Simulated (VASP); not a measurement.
# SrO in VASP: notebook

The runs below take SrO through single point, with PBE.

Program: VASP 6.6.1. These are calculated values, not measurements. Logs are shortened: lines on timing, memory, paths and dates and some standing lists are left out, and cuts for length are marked.

## Step 1: The cell of the first run

It takes space group Fm-3m (No. 225, cubic). The conventional cell has a = 5.133 Å, b = 5.133 Å, c = 5.133 Å, α = 90.00°, β = 90.00°, γ = 90.00°. Sr (site symmetry m-3m) has 6 O at 2.57 Å within 3.4 Å. O (site symmetry m-3m) has 6 Sr at 2.57 Å within 3.4 Å.

## Step 2: Single point, PBE

INCAR

```
ALGO = Normal
EDIFF = 1E-6
ENCUT = 600
GGA = PE
GGA_COMPAT = F
ISIF = 2
ISMEAR = 0
LASPH = T
LCHARG = F
LREAL = F
LWAVE = F
NBANDS = 15
NELM = 120
PREC = Accurate
SIGMA = 0.05
```

KPOINTS

```
k-points
0
Gamma
  6 6 6
```

POSCAR

```
SrO
1.0
    0.0000000000      2.5663000000      2.5663000000
    2.5663000000      0.0000000000      2.5663000000
    2.5663000000      2.5663000000      0.0000000000
Sr O
1 1
Direct
    0.5000000000      0.5000000000      0.5000000000
    0.0000000000      0.0000000000      0.0000000000
```

Potentials or basis: VASP PAW PBE potentials, release 64 (Sr_sv, O).

On the command line:

```bash
cat potpaw_PBE.64/Sr_sv/POTCAR potpaw_PBE.64/O/POTCAR > POTCAR
mpirun -np 1 vasp_std > vasp.out
```

OUTCAR:

```text
EDIFF = 1E-6
   ENCUT = 600
   GGA = PE
   ISIF = 2
   ISMEAR = 0
   LASPH = T
   LREAL = F
   NELM = 120
   PREC = Accurate

 ion  position               nearest neighbor table
   1  0.500  0.500  0.500-   2 2.57   2 2.57   2 2.57   2 2.57   2 2.57   2 2.57
   2  0.000  0.000  0.000-   1 2.57   1 2.57   1 2.57   1 2.57   1 2.57   1 2.57

  LATTYP: Found a face centered cubic cell.
 ALAT       =     5.1326000000

  Lattice vectors:

 A1 = (   0.0000000000,   2.5663000000,   2.5663000000)
 A2 = (   2.5663000000,   0.0000000000,   2.5663000000)
 A3 = (   2.5663000000,   2.5663000000,   0.0000000000)

Analysis of symmetry for initial positions (statically):
=====================================================================
 Subroutine PRICEL returns:
 Original cell was already a primitive cell.

 Routine SETGRP: Setting up the symmetry group for a
 face centered cubic supercell.

 Subroutine GETGRP returns: Found 48 space group operations
 (whereof 48 operations were pure point group operations)
 out of a pool of 48 trial point group operations.

The static configuration has the point symmetry O_h .

Analysis of symmetry for dynamics (positions and initial velocities):
=====================================================================
 Subroutine PRICEL returns:
 Original cell was already a primitive cell.

 Routine SETGRP: Setting up the symmetry group for a
 face centered cubic supercell.

 Subroutine GETGRP returns: Found 48 space group operations
 (whereof 48 operations were pure point group operations)
 out of a pool of 48 trial point group operations.

The dynamic configuration has the point symmetry O_h .

 Subroutine INISYM returns: Found 48 space group operations
 (whereof 48 operations are pure point group operations),
 and found     1 'primitive' translations

----------------------------------------------------------------------------------------

                                     Primitive cell

  volume of cell :      33.8028

  direct lattice vectors                    reciprocal lattice vectors
     0.000000000  2.566300000  2.566300000    -0.194833028  0.194833028  0.194833028
     2.566300000  0.000000000  2.566300000     0.194833028 -0.194833028  0.194833028
     2.566300000  2.566300000  0.000000000     0.194833028  0.194833028 -0.194833028

  length of vectors
     3.629296265  3.629296265  3.629296265     0.337460704  0.337460704  0.337460704

  position of ions in fractional coordinates (direct lattice)
     0.500000000  0.500000000  0.500000000
     0.000000000  0.000000000  0.000000000

  ion indices of the primitive-cell ions
   primitive index   ion index
                 1           1
                 2           2

----------------------------------------------------------------------------------------

 KPOINTS: k-points

Automatic generation of k-mesh.
 Grid dimensions read from file:
 generate k-points for:    6    6    6

 Generating k-lattice:

  Cartesian coordinates                     Fractional coordinates (reciprocal lattice)
    -0.032472171  0.032472171  0.032472171     0.166666667  0.000000000  0.000000000
     0.032472171 -0.032472171  0.032472171     0.000000000  0.166666667  0.000000000
     0.032472171  0.032472171 -0.032472171     0.000000000  0.000000000  0.166666667

  Length of vectors
     0.056243451  0.056243451  0.056243451

  Shift w.r.t. Gamma in fractional coordinates (k-lattice)
     0.000000000  0.000000000  0.000000000

 Subroutine IBZKPT returns following result:
 ===========================================

 Found     16 irreducible k-points:

 Following reciprocal coordinates:
            Coordinates               Weight
  0.000000  0.000000  0.000000      1.000000
  0.166667  0.000000  0.000000      8.000000
  0.333333  0.000000  0.000000      8.000000
  0.500000  0.000000  0.000000      4.000000
  0.166667  0.166667  0.000000      6.000000
  0.333333  0.166667  0.000000     24.000000
[... 8 lines left out ...]
 -0.333333  0.333333  0.166667     24.000000
 -0.333333  0.500000  0.166667     12.000000
   k-points           NKPTS =     16   k-points in BZ     NKDIM =     16   number of bands    NBANDS=     15
   number of dos      NEDOS =    301   number of ions     NIONS =      2
   total plane-waves  NPLWV =  27000
   dimension x,y,z NGX =    30 NGY =   30 NGZ =   30
   dimension x,y,z NGXF=    60 NGYF=   60 NGZF=   60
   ions per type =               1   1
   NGX,Y,Z   is equivalent  to a cutoff of  13.74, 13.74, 13.74 a.u.
   NGXF,Y,Z  is equivalent  to a cutoff of  27.48, 27.48, 27.48 a.u.
 SYSTEM =  unknown system
   PREC   = accura    normal or accurate (medium, high low for compatibility)
   ISTART =      0    job   : 0-new  1-cont  2-samecut
   ICHARG =      2    charge: 1-file 2-atom 10-const
   ISPIN  =      1    spin polarized calculation?
   LNONCOLLINEAR =      F non collinear calculations
   LSORBIT =      F    spin-orbit coupling
   LASPH  =      T    aspherical Exc in radial PAW
   ENCUT  =  600.0 eV  44.10 Ry    6.64 a.u.   7.25  7.25  7.25*2*pi/ulx,y,z
   NELM   =    120;   NELMIN=  2; NELMDL= -5     # of ELM steps
   EDIFF  = 0.1E-05   stopping-criterion for ELM
   LREAL  =      F    real-space projection
   EDIFFG = 0.1E-04   stopping-criterion for IOM
   NSW    =      0    number of steps for IOM
   IBRION =     -1    ionic relax: 0-MD 1-quasi-New 2-CG
   NFREE  =      0    steps in history (QN), initial steepest desc. (CG)
   ISIF   =      2    stress and relaxation
   ISYM   =      2    0-nonsym 1-usesym 2-fastsym
   POTIM  = 0.5000    time-step for ionic-motion
   TEBEG  =    0.0;   TEEND  =   0.0 temperature during run
   PSTRESS=    0.0 pullay stress
   NELECT =      16.0000    total number of electrons
   NUPDOWN=      -1.0000    fix difference up-down
   EMIN   =  10.00;   EMAX   =-10.00  energy-range for DOS
   EFERMI =   0.00;   METHOD = LEGACY
   ISMEAR =     0;   SIGMA  =   0.05  broadening in eV -4-tet -1-fermi 0-gaus
   EFERMI_NEDOS =   21; number of points for ismear=-14 and -15
   IALGO  =     38    algorithm
   IMIX   =      4    mixing-type and parameters
     AMIX     =   0.40;   BMIX     =  1.00
     AMIX_MAG =   1.60;   BMIX_MAG =  1.00
  volume/ion in A,a.u.               =      16.90       114.06
  Fermi-wavevector in a.u.,A,eV,Ry     =   1.275843  2.410995 22.147245  1.627777
  Thomas-Fermi vector in A             =   2.408533
   LORBIT       =      0    0 simple, 1 ext, 2 COOP (PROOUT), +10 PAW based schemes
   GGA     = PE    functional components
   LHFCALC =     F    Hartree Fock is set to
   AEXX    =    0.0000 exact exchange contribution
   IVDW    =     0    specifies the selected vdW correction
   LEPSILON=     F    determine dielectric tensor
   LRPA    =     F    only Hartree local field effects (RPA)
 non-spin polarized calculation
 Gauss-broadening in eV      SIGMA  =   0.05
  energy-cutoff  :      600.00
  volume of cell :       33.80
 maximum number of plane-waves:      1158
 NGX is ok and might be reduce to    30
   NGX = 15   NGY = 15   NGZ = 15

 number of electron      15.9999997 magnetization

 Free energy of the ion-electron system (eV)
  ---------------------------------------------------
  ext. energy  EPLUGINS =         0.00000000
  ---------------------------------------------------
  free energy    TOTEN  =       -12.03867883 eV

  energy without entropy =      -12.03867883  energy(sigma->0) =      -12.03867883

 E-fermi :   1.9685     XC(G=0): -10.0521

 val. band max:        1.6883703954   @ k =   0.0000   0.0000   0.0000
 cond. band min:       4.9508852659   @ k =   0.5000   0.5000   0.0000
 fundamental gap:      3.2625148705
 Fermi energy:         1.9685442364

 k-point     1 :       0.0000    0.0000    0.0000
  band No.  band energies     occupation
      1     -30.6809      2.00000
      2     -13.4087      2.00000
      3     -12.3130      2.00000
      4     -12.3130      2.00000
      5     -12.3130      2.00000
      6       1.6884      2.00000
      7       1.6884      2.00000
      8       1.6884      2.00000
      9       5.7118      0.00000
     10       7.9119      0.00000
     11       7.9119      0.00000
     12       7.9119      0.00000
     13      10.0915      0.00000
     14      10.0915      0.00000
     15      14.4285      0.00000

 k-point     2 :       0.1667    0.0000    0.0000
  band No.  band energies     occupation
      1     -30.6461      2.00000
      2     -13.9715      2.00000
      3     -12.3341      2.00000
      4     -12.3341      2.00000
      5     -11.8357      2.00000
      6       0.9644      2.00000
      7       1.3567      2.00000
      8       1.3567      2.00000
      9       6.8655      0.00000
     10       7.7140      0.00000
     11       8.4491      0.00000
     12       8.4491      0.00000
     13      10.7951      0.00000
     14      10.7951      0.00000
     15      16.0916      0.00000

 k-point     3 :       0.3333    0.0000    0.0000
  band No.  band energies     occupation
      1     -30.5752      2.00000
      2     -14.6660      2.00000
      3     -12.3753      2.00000
      4     -12.3753      2.00000
      5     -11.3128      2.00000
      6      -0.0684      2.00000
      7       0.7895      2.00000
      8       0.7895      2.00000
      9       7.8997      0.00000
     10       9.0159      0.00000
     11       9.7503      0.00000
     12       9.7503      0.00000
     13      12.3721      0.00000
     14      12.3721      0.00000
     15      17.6182      0.00000
[... 199 lines left out ...]
 k-point    15 :      -0.3333    0.3333    0.1667
  band No.  band energies     occupation
      1     -30.5072      2.00000
      2     -14.3999      2.00000
      3     -12.8540      2.00000
      4     -12.7071      2.00000
      5     -11.6252      2.00000
      6       0.3537      2.00000
      7       1.0137      2.00000
      8       1.0774      2.00000
      9       7.9157      0.00000
     10       8.0431      0.00000
     11      10.7170      0.00000
     12      11.8266      0.00000
     13      13.1878      0.00000
     14      14.7465      0.00000
     15      15.4614      0.00000

 k-point    16 :      -0.3333    0.5000    0.1667
  band No.  band energies     occupation
      1     -30.4969      2.00000
      2     -13.9719      2.00000
      3     -13.1436      2.00000
      4     -12.8430      2.00000
      5     -11.9139      2.00000
      6       0.7989      2.00000
      7       1.2343      2.00000
      8       1.3536      2.00000
      9       6.3424      0.00000
     10       9.2980      0.00000
     11      10.1903      0.00000
     12      12.7343      0.00000
     13      12.8376      0.00000
     14      14.7331      0.00000
     15      15.2418      0.00000

------------------------ aborting loop because EDIFF is reached ----------------------------------------

  FORCE on cell =-STRESS in cart. coord.  units (eV):
  Direction    XX          YY          ZZ          XY          YZ          ZX
  --------------------------------------------------------------------------------------
  -------------------------------------------------------------------------------------
  Total        0.8085631      0.8085631      0.8085631     -0.0000000     -0.0000000     -0.0000000
  in kB       38.3241232     38.3241232     38.3241232     -0.0000000     -0.0000000     -0.0000000
  external PRESSURE =      38.3241232 kB  Pullay stress =       0.0000000 kB

 VOLUME and BASIS-vectors are now :
 -----------------------------------------------------------------------------
  energy-cutoff  :      600.00
  volume of cell :       33.80
      direct lattice vectors                 reciprocal lattice vectors
     0.000000000  2.566300000  2.566300000    -0.194833028  0.194833028  0.194833028
     2.566300000  0.000000000  2.566300000     0.194833028 -0.194833028  0.194833028
     2.566300000  2.566300000  0.000000000     0.194833028  0.194833028 -0.194833028

 POSITION                                       TOTAL-FORCE (eV/Angst)
 -----------------------------------------------------------------------------------
      2.56630      2.56630      2.56630         0.000000      0.000000      0.000000
      0.00000      0.00000      0.00000        -0.000000     -0.000000     -0.000000
 -----------------------------------------------------------------------------------
    total drift:                               -0.000000      0.000000      0.000000

  FREE ENERGIE OF THE ION-ELECTRON SYSTEM (eV)
  ---------------------------------------------------
  free  energy   TOTEN  =       -12.0386788349 eV

  energy  without entropy=      -12.0386788349  energy(sigma->0) =      -12.03867883
```

Run time: 18 s. Hardware: 1 thread of Intel Xeon 8259CL, shared host; peak memory 0.17 GiB.

Results:

* Free energy: -12.0387 eV
* Pressure: 3.8 GPa
* Band gap on the k mesh: 3.26 eV, indirect (least direct gap 3.35 eV)

[end of part 1 of 2]
